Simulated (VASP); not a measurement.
# Hf (P6_3/mmc) in VASP: further runs, part 2 of 3

VASP 6.6.1. Earlier steps stand in the parts before.

## (4) Relaxation of cell and atoms, PBE+D4

The input, INCAR:

```
ALGO     = Normal         # electronic algorithm
EDIFF    = 1E-6           # SCF threshold, eV
EDIFFG   = -0.01          # ionic threshold
ENCUT    = 600            # plane-wave cutoff, eV
GGA      = PE             # functional
IBRION   = 2              # ionic algorithm
ISIF     = 3              # what is computed and relaxed
ISMEAR   = -1             # smearing method
IVDW     = 13             # dispersion correction
LASPH    = True           # aspherical terms in the spheres
LCHARG   = False          # write CHGCAR
LREAL    = False          # projectors in reciprocal space
LWAVE    = False          # write WAVECAR
NELM     = 80             # most SCF steps
NSW      = 80             # ionic steps
PREC     = Accurate       # precision mode
SIGMA    = 0.05           # smearing width, eV
```

The input, KPOINTS:

```
k-points
0
Gamma
  10 10 5
```

The input, POSCAR:

```
Hf
1.0
    3.1967000000      0.0000000000      0.0000000000
   -1.5983500000      2.7684234083      0.0000000000
    0.0000000000      0.0000000000      5.0578000000
Hf
2
Direct
    0.6666666667      0.3333333333      0.7500000000
    0.3333333333      0.6666666667      0.2500000000
```

Potentials or basis: VASP PAW PBE potentials, release 64 (Hf_pv).

Command:

```console
$ cat potpaw_PBE.64/Hf_pv/POTCAR > POTCAR
$ mpirun -np 1 vasp_std > vasp.out
```

OUTCAR:

```text
EDIFF = 1E-6
   EDIFFG = -0.01
   ENCUT = 600
   GGA = PE
   IBRION = 2
   ISIF = 3
   ISMEAR = -1
   IVDW = 13
   LASPH = True
   LREAL = False
   NELM = 80
   NSW = 80
   PREC = Accurate

 ion  position               nearest neighbor table
   1  0.667  0.333  0.750-   2 3.13   2 3.13   2 3.13   2 3.13   2 3.13   2 3.13
   2  0.333  0.667  0.250-   1 3.13   1 3.13   1 3.13   1 3.13   1 3.13   1 3.13

  LATTYP: Found a hexagonal cell.
 ALAT       =     3.1967000000
 C/A-ratio  =     1.5821941377

  Lattice vectors:

 A1 = (   3.1967000000,   0.0000000000,   0.0000000000)
 A2 = (  -1.5983500000,   2.7684234083,   0.0000000000)
 A3 = (   0.0000000000,   0.0000000000,   5.0578000000)

Analysis of symmetry for initial positions (statically):
=====================================================================
 Subroutine PRICEL returns:
 Original cell was already a primitive cell.

 Routine SETGRP: Setting up the symmetry group for a
 hexagonal supercell.

 Subroutine GETGRP returns: Found 24 space group operations
 (whereof 12 operations were pure point group operations)
 out of a pool of 24 trial point group operations.

The static configuration has the point symmetry D_3d.
 The point group associated with its full space group is D_6h.

Analysis of symmetry for dynamics (positions and initial velocities):
=====================================================================
 Subroutine PRICEL returns:
 Original cell was already a primitive cell.

[... 155 lines left out ...]
  free energy    TOTEN  =       -19.85551115 eV

  energy without entropy =      -19.84454989  energy(sigma->0) =      -19.85003052

------------------------ aborting loop because EDIFF is reached ----------------------------------------

  DFT-D4 for vdW energy calculation

  Edisp (eV):   -0.41834
[... 151 lines left out ...]
--------------------------------------- Ionic step        5  -------------------------------------------

 number of electron      20.0000000 magnetization

 Free energy of the ion-electron system (eV)
  ---------------------------------------------------
  ext. energy  EPLUGINS =         0.00000000
  ---------------------------------------------------
  free energy    TOTEN  =       -19.85262371 eV

  energy without entropy =      -19.84227004  energy(sigma->0) =      -19.84744688

 E-fermi :   4.9879     XC(G=0): -11.3385

 val. band max:        4.9819389517   @ k =   0.0000   0.0000   0.4000
 cond. band min:       5.1303973439   @ k =   0.3000   0.2000   0.4000
 fundamental gap:      0.1484583923
 Fermi energy:         4.9879266036

 k-point     1 :       0.0000    0.0000    0.0000
  band No.  band energies     occupation
      1     -26.0651      2.00000
      2     -25.2884      2.00000
      3     -25.2884      2.00000
      4     -25.1572      2.00000
      5     -25.1538      2.00000
      6     -25.1538      2.00000
      7      -2.4192      2.00000
      8       1.2627      2.00000
      9       5.7095      0.00000
     10       6.1832      0.00000
     11       6.1832      0.00000
     12       6.4947      0.00000
     13       7.0250      0.00000
     14       7.0250      0.00000
[... 377 lines left out ...]
      1     -25.9102      2.00000
      2     -25.7763      2.00000
      3     -25.5869      2.00000
      4     -25.4630      2.00000
      5     -25.3631      2.00000
      6     -25.2886      2.00000
      7       1.5174      2.00000
      8       2.4831      2.00000
      9       3.3163      2.00000
     10       3.8803      2.00000
     11       5.6437      0.00000
     12       6.0271      0.00000
     13       6.6615      0.00000
     14       9.8327      0.00000

 [... further k-points ...]

------------------------ aborting loop because EDIFF is reached ----------------------------------------

  DFT-D4 for vdW energy calculation

  Edisp (eV):   -0.42366
[... 25 lines left out ...]
  FREE ENERGIE OF THE ION-ELECTRON SYSTEM (eV)
  ---------------------------------------------------
  free  energy   TOTEN  =       -20.2762837692 eV

  energy  without entropy=      -20.2659300993  energy(sigma->0) =      -20.27110693

 reached required accuracy - stopping structural energy minimisation
```

It took 35 s on 1 thread of Intel Xeon 6975P-C (Granite Rapids), shared host; peak memory 0.2 GiB.

What came out:

- Free energy: -20.2763 eV
- Relaxed volume: 22.10 Å³/atom
- Relaxed cell: a = 3.186 Å, b = 3.186 Å, c = 5.028 Å, α = 90.00°, β = 90.00°, γ = 120.00°
- Space group after relaxing (to 0.05 Å): P6_3/mmc (No. 194)
- Energy gained by relaxing: 1.2 meV/atom
- Ionic steps: 5
- Pressure after relaxing: 0.0 GPa
- Band gap on the k mesh: zero (band 10 reaches 6.18 eV, above the bottom of band 11 at 4.68 eV)
- Dispersion energy per atom: -0.212 eV

Step by step:
```
step  energy change (eV)  largest force (eV/Å)  pressure (GPa)  volume (Å³)
   1              0.0000                0.0000           -1.34        44.76
   2              0.0010                0.0000            1.70        43.56
   3             -0.0024                0.0000            0.01        44.21
   4             -0.0024                0.0000            0.04        44.19
   5             -0.0024                0.0000            0.04        44.20
```

Final structure:
```
Hf
1.0
     3.18599    0.00000    0.00000
    -1.59300    2.75915    0.00000
     0.00000    0.00000    5.02809
Hf
2
Direct
  0.66667 0.33333 0.75000
  0.33333 0.66667 0.25000
```

Caveat: spin-orbit coupling is left out, which moves the levels of the heavy elements; pairwise dispersion overbinds metals, which lowers pressure and volume.

## (5) Relaxation of cell and atoms, PBEsol+D4

The input, INCAR:

```
SYSTEM = Hf
  ALGO = Normal
  EDIFF = 1E-6
  EDIFFG = -0.01
  ENCUT = 600
  GGA = PS
  IBRION = 2
  ISIF = 3
  ISMEAR = -1
  IVDW = 13
  LASPH = .True.
  LCHARG = .False.
  LREAL = .False.
  LWAVE = .False.
  NELM = 60
  NSW = 80
  PREC = Accurate
  SIGMA = 0.05
```

The input, KPOINTS:

```
k-points
0
Gamma
  10 10 5
  0 0 0
```

POSCAR is that of step 4.

Potentials or basis: VASP PAW PBE potentials, release 64 (Hf_pv).

Command:

```console
$ cat potpaw_PBE.64/Hf_pv/POTCAR > POTCAR
$ mpirun -np 1 vasp_std > vasp.out
```

OUTCAR:

```text
SYSTEM = Hf
   EDIFF = 1E-6
   EDIFFG = -0.01
   ENCUT = 600
   GGA = PS
   IBRION = 2
   ISIF = 3
   ISMEAR = -1
   IVDW = 13
   LASPH = .True.
   LREAL = .False.
   NELM = 60
   NSW = 80
   PREC = Accurate

 ion  position               nearest neighbor table
   1  0.667  0.333  0.750-   2 3.13   2 3.13   2 3.13   2 3.13   2 3.13   2 3.13
   2  0.333  0.667  0.250-   1 3.13   1 3.13   1 3.13   1 3.13   1 3.13   1 3.13

  LATTYP: Found a hexagonal cell.
 ALAT       =     3.1967000000
 C/A-ratio  =     1.5821941377

  Lattice vectors:

 A1 = (   3.1967000000,   0.0000000000,   0.0000000000)
 A2 = (  -1.5983500000,   2.7684234083,   0.0000000000)
 A3 = (   0.0000000000,   0.0000000000,   5.0578000000)

Analysis of symmetry for initial positions (statically):
=====================================================================
 Subroutine PRICEL returns:
 Original cell was already a primitive cell.

 Routine SETGRP: Setting up the symmetry group for a
 hexagonal supercell.

 Subroutine GETGRP returns: Found 24 space group operations
 (whereof 12 operations were pure point group operations)
 out of a pool of 24 trial point group operations.

The static configuration has the point symmetry D_3d.
 The point group associated with its full space group is D_6h.

Analysis of symmetry for dynamics (positions and initial velocities):
=====================================================================
 Subroutine PRICEL returns:
 Original cell was already a primitive cell.

 Routine SETGRP: Setting up the symmetry group for a
 hexagonal supercell.

 Subroutine GETGRP returns: Found 24 space group operations
 (whereof 12 operations were pure point group operations)
 out of a pool of 24 trial point group operations.

The dynamic configuration has the point symmetry D_3d.
 The point group associated with its full space group is D_6h.

 Subroutine INISYM returns: Found 24 space group operations
 (whereof 12 operations are pure point group operations),
 and found     1 'primitive' translations

----------------------------------------------------------------------------------------

                                     Primitive cell

  volume of cell :      44.7606

  direct lattice vectors                    reciprocal lattice vectors
     3.196700000  0.000000000  0.000000000     0.312822598  0.180608211  0.000000000
    -1.598350000  2.768423408  0.000000000     0.000000000  0.361216423  0.000000000
[... 109 lines left out ...]
   LORBIT       =      0    0 simple, 1 ext, 2 COOP (PROOUT), +10 PAW based schemes
   GGA     = PS    functional components
   LHFCALC =     F    Hartree Fock is set to
   AEXX    =    0.0000 exact exchange contribution
   IVDW    =    13    specifies the selected vdW correction
   LEPSILON=     F    determine dielectric tensor
   LRPA    =     F    only Hartree local field effects (RPA)
 conjugate gradient relaxation of ions
 non-spin polarized calculation
  energy-cutoff  :      600.00
  volume of cell :       44.76
 maximum number of plane-waves:      1518
 NGX is ok and might be reduce to    28
   NGX = 13   NGY = 13   NGZ = 21

--------------------------------------- Ionic step        1  -------------------------------------------

 number of electron      20.0000001 magnetization

 Free energy of the ion-electron system (eV)
  ---------------------------------------------------
  ext. energy  EPLUGINS =         0.00000000
  ---------------------------------------------------
  free energy    TOTEN  =       -20.99013392 eV

  energy without entropy =      -20.97922577  energy(sigma->0) =      -20.98467985

------------------------ aborting loop because EDIFF is reached ----------------------------------------

  DFT-D4 for vdW energy calculation

  Edisp (eV):   -0.24460
[... 111 lines left out ...]
--------------------------------------- Ionic step        4  -------------------------------------------

 number of electron      19.9999998 magnetization

 Free energy of the ion-electron system (eV)
  ---------------------------------------------------
  ext. energy  EPLUGINS =         0.00000000
  ---------------------------------------------------
  free energy    TOTEN  =       -21.01340969 eV

  energy without entropy =      -21.00450301  energy(sigma->0) =      -21.00895635

 E-fermi :   5.0696     XC(G=0): -11.6130

 val. band max:        5.0212626895   @ k =   0.1000   0.1000   0.2000
 cond. band min:       5.0813725666   @ k =   0.0000   0.0000   0.4000
 fundamental gap:      0.0601098772
 Fermi energy:         5.0696169843

 k-point     1 :       0.0000    0.0000    0.0000
  band No.  band energies     occupation
      1     -25.9100      2.00000
      2     -25.0314      2.00000
      3     -25.0314      2.00000
      4     -24.8816      2.00000
      5     -24.8804      2.00000
      6     -24.8804      2.00000
      7      -2.4556      2.00000
      8       1.2291      2.00000
      9       5.9595      0.00000
     10       6.2686      0.00000
     11       6.2686      0.00000
     12       6.5848      0.00000
     13       7.1481      0.00000
     14       7.1481      0.00000
[... 377 lines left out ...]
      1     -25.7399      2.00000
      2     -25.5887      2.00000
      3     -25.3699      2.00000
      4     -25.2307      2.00000
      5     -25.1157      2.00000
      6     -25.0331      2.00000
      7       1.5132      2.00000
      8       2.4708      2.00000
      9       3.3551      2.00000
     10       3.9521      2.00000
     11       5.7177      0.00000
     12       6.2101      0.00000
     13       6.8025      0.00000
     14      10.0976      0.00000

 [... further k-points ...]

------------------------ aborting loop because EDIFF is reached ----------------------------------------

  DFT-D4 for vdW energy calculation

  Edisp (eV):   -0.25635
[... 25 lines left out ...]
  FREE ENERGIE OF THE ION-ELECTRON SYSTEM (eV)
  ---------------------------------------------------
  free  energy   TOTEN  =       -21.2697614738 eV

  energy  without entropy=      -21.2608547929  energy(sigma->0) =      -21.26530813

 reached required accuracy - stopping structural energy minimisation
```

Run time: 32 s. Hardware: 1 thread of Intel Xeon 6975P-C (Granite Rapids), shared host; peak memory 0.2 GiB.

Results:

```yaml
Free_energy: -21.2698 eV
Relaxed_volume: 21.32 Å³/atom
Relaxed_cell: a = 3.147 Å, b = 3.147 Å, c = 4.971 Å, α = 90.00°, β = 90.00°, γ = 120.00°
Space_group_after_relaxing_to_0.05_Å: P6_3/mmc (No. 194)
Energy_gained_by_relaxing: 17.5 meV/atom
Ionic_steps: 4
Pressure_after_relaxing: 0.1 GPa
Band_gap_on_the_k_mesh: zero (band 10 reaches 6.27 eV, above the bottom of band 11 at 4.75 eV)
Dispersion_energy_per_atom: -0.128 eV
```

Step by step:
| step | energy change (eV) | largest force (eV/Å) | pressure (GPa) | volume (Å³) |
| --- | --- | --- | --- | --- |
| 1 | 0.0000 | 0.0000 | -5.13 | 44.76 |
| 2 | 0.0176 | 0.0000 | 7.41 | 40.28 |
| 3 | -0.0350 | 0.0000 | -0.06 | 42.68 |
| 4 | -0.0350 | 0.0000 | 0.05 | 42.64 |

Final structure:
```cif
data_structure
_symmetry_space_group_name_H-M 'P 1'
_symmetry_Int_Tables_number 1
_cell_length_a 3.1471
_cell_length_b 3.1471
_cell_length_c 4.9712
_cell_angle_alpha 90.000
_cell_angle_beta 90.000
_cell_angle_gamma 120.000
_cell_volume 42.64
loop_
_atom_site_label
_atom_site_type_symbol
_atom_site_fract_x
_atom_site_fract_y
_atom_site_fract_z
_atom_site_occupancy
Hf1 Hf 0.66667 0.33333 0.75000 1
Hf2 Hf 0.33333 0.66667 0.25000 1
```

Caveat: the PAW data sets were made with another functional, which shifts forces and pressure a little; spin-orbit coupling is left out, which moves the levels of the heavy elements; pairwise dispersion overbinds metals, which lowers pressure and volume.

[end of part 2 of 3]
